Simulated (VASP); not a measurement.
Crystal: RbBr.

```
Rb Br
1.0
     0.00000    3.46083    3.46083
     3.46083    0.00000    3.46083
     3.46083    3.46083    0.00000
Rb Br
1 1
Direct
  0.00000 0.00000 0.00000
  0.50000 0.50000 0.50000
```

Base run:

* Program: VASP 6.6.1
* Functional: PBE0
* Potentials or basis: VASP PAW PBE potentials, release 64 (Rb_sv, Br)
* Cutoff: 520 eV
* k mesh: 4 × 4 × 4
* Occupations: gaussian, width 0.01 eV
* Spin: no spin polarisation

Its results: band gap on the k mesh 6.17 eV, direct; pressure 0.3 GPa.

After a change of settings the same cell gave: band gap on the k mesh 4.89 eV, direct; pressure 0.0 GPa. Which change was it?
A. functional from PBE0 to PBE; k mesh from 4 × 4 × 4 to 6 × 6 × 6
B. functional from PBE0 to r2SCAN
C. functional from PBE0 to PBE
D. functional from PBE0 to HSE06

B.

PBE0 gives the wider gap, since exact exchange removes part of the self-interaction.

Caveats: the PAW data sets were made with another functional, which shifts forces and pressure a little.
